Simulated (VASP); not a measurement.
## Cu: single point with LDA

The system is Cu.

```
Cu
1.0
     0.00000    1.80750    1.86173
     1.80750    0.00000    1.86173
     1.80750    1.80750    0.00000
Cu
1
Cartesian
  0.0000 0.0000 0.0000
```

This cell differs from its parent crystal: strain +0.000 along x and y, +0.030 along z.

```
Program             : VASP 6.6.1
Task                : single point
Functional          : LDA
Potentials or basis : VASP PAW LDA potentials, release 64 (Cu)
Cutoff              : 520 eV
k mesh              : 22 × 22 × 22
Occupations         : gaussian, width 0.15 eV
Spin                : no spin polarisation
```

* Pressure: -15.1 GPa

Stress tensor (GPa, compression positive):
```
-14.51   0.00   0.00
  0.00 -14.51   0.00
  0.00   0.00 -16.18
```

Levels at points of the mesh, in eV from the Fermi level:
| k point | band 3 | band 4 | band 5 | band 6 | band 7 | band 8 | band 9 | band 10 |
| --- | --- | --- | --- | --- | --- | --- | --- | --- |
| (0.00, 0.00, 0.00) | -2.92 | -2.92 | -2.24 | -2.10 | 22.48 | 24.66 | 24.72 | 24.72 |
| (0.50, 0.00, 0.00) | -2.92 | -1.65 | -1.60 | -0.88 | 3.59 | 20.42 | 21.59 | 21.96 |
| (0.50, 0.50, 0.00) | -1.63 | -1.50 | -1.50 | 1.13 | 6.40 | 13.25 | 13.25 | 17.74 |
| (0.50, 0.00, 0.50) | -1.64 | -1.54 | -1.44 | 1.73 | 7.17 | 12.53 | 12.61 | 17.18 |

Run time: 2.3 min on 1 thread of Intel(R) Xeon(R) Platinum 8488C (Sapphire Rapids) (shared host), peak memory 0.22 GiB.

Caveat: the cell differs from its parent crystal (strain +0.000 along x and y, +0.030 along z).
